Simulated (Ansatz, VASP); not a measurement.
# BaZrO3 in VASP and in Ansatz

Contents of INCAR:

```
ALGO = Normal
EDIFF = 1E-6
ENCUT = 520
GGA = PE
ISIF = 2
ISMEAR = 0
LASPH = T
LCHARG = F
LREAL = F
LWAVE = F
NBANDS = 28
NELM = 80
PREC = Accurate
SIGMA = 0.05
```

The input KPOINTS:

```
k-points
0
Gamma
  8 8 8
```

Contents of POSCAR:

```
BaZrO3
1.0
    4.2563885194      0.0000000000      0.0000000000
    0.0000000000      4.2563885194      0.0000000000
    0.0000000000      0.0000000000      4.2563885194
Ba Zr O
1 1 3
Direct
    0.0000000000      0.0000000000      0.0000000000
    0.5000000000      0.5000000000      0.5000000000
    0.0000000000      0.5000000000      0.5000000000
    0.5000000000      0.5000000000      0.0000000000
    0.5000000000      0.0000000000      0.5000000000
```

Input for Ansatz:

```yaml
crystal:
  lattice:
    - [4.2563885194, 0.0, 0.0]
    - [0.0, 4.2563885194, 0.0]
    - [0.0, 0.0, 4.2563885194]
  atoms:
    - { symbol: Ba, position: [0.0, 0.0, 0.0] }
    - { symbol: Zr, position: [0.5, 0.5, 0.5] }
    - { symbol: O, position: [0.0, 0.5, 0.5] }
    - { symbol: O, position: [0.5, 0.5, 0.0] }
    - { symbol: O, position: [0.5, 0.0, 0.5] }
basis:
  ecutwfc: 420
  ecutrho_ratio: 4
kpoints:
  mp_grid: { grid: [8, 8, 8] }
hamiltonian:
  xc: pbe
scf:
  occupations: { method: gaussian, width: 0.05 }
output:
  forces: true
  stress: true
  eigenvalues: true
```

Alike in both runs: task single point; functional PBE; k mesh 8 × 8 × 8; occupations gaussian, width 0.05 eV; no spin polarisation.

|  | VASP | Ansatz |
| --- | --- | --- |
| version | VASP 6.6.1 | Ansatz 0.2.0 |
| potentials or method | VASP PAW PBE potentials, release 64 (Ba_sv, Zr_sv, O), cutoff 520 eV | scalar-relativistic, plane waves, PAW |
| valence electrons in the cell | 40 | 40 |

```csv
,VASP,Ansatz,Ansatz less VASP
gap on the k mesh at the Fermi level (eV),3.09,3.13,+0.044
least direct gap on the mesh (eV),3.36,3.37,+0.020
pressure (GPa),-2.1,-2.9,-0.85
```

With one functional, cell and mesh, what is left measures potentials, basis and numerics.

Spin-orbit coupling is off throughout.
